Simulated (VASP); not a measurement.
SbAs, 2 atoms in the cell. Symmetry: R3m, No. 160, trigonal system. Conventional cell: a = 4.065 Å, b = 4.065 Å, c = 11.150 Å, α = 90.00°, β = 90.00°, γ = 120.00°. Within 3.6 Å of Sb (site symmetry 3m) lie 6 As at 2.73 to 3.30 Å. As (site symmetry 3m) has 6 Sb at 2.73 to 3.30 Å within 3.6 Å. 

| Quantity | Value |
| --- | --- |
| Program | VASP 6.6.1 |
| Task | relaxation of cell and atoms |
| Functional | PBEsol |
| Dispersion | D3(BJ) |
| Potentials or basis | VASP PAW PBE potentials, release 64 (Sb, As) |
| Cutoff | 600 eV |
| k mesh | 8 × 8 × 8 |
| Occupations | fermi-dirac, width 0.1 eV |
| Spin | no spin polarisation |
| Dipole correction | no |
| Further INCAR settings | ALGO = Normal; EDIFF = 1e-06; IBRION = 2; EDIFFG = -0.01; NSW = 80; ISIF = 3 |

Potentials or basis: VASP PAW PBE potentials, release 64 (Sb, As).

Run with:

```sh
$ cat potpaw_PBE.64/Sb/POTCAR potpaw_PBE.64/As/POTCAR > POTCAR
$ mpirun -np 1 vasp_std > vasp.out
```

Hardware: 1 thread of Intel(R) Xeon(R) Platinum 8488C (Sapphire Rapids), on a shared host.

Question: How long does it take, and how much memory?

Answer: Run time: 2.2 min on 1 thread of Intel(R) Xeon(R) Platinum 8488C (Sapphire Rapids), with other jobs on the host, peak memory 0.24 GiB. Counts: scf iterations 75, k points 65, ion steps 13.
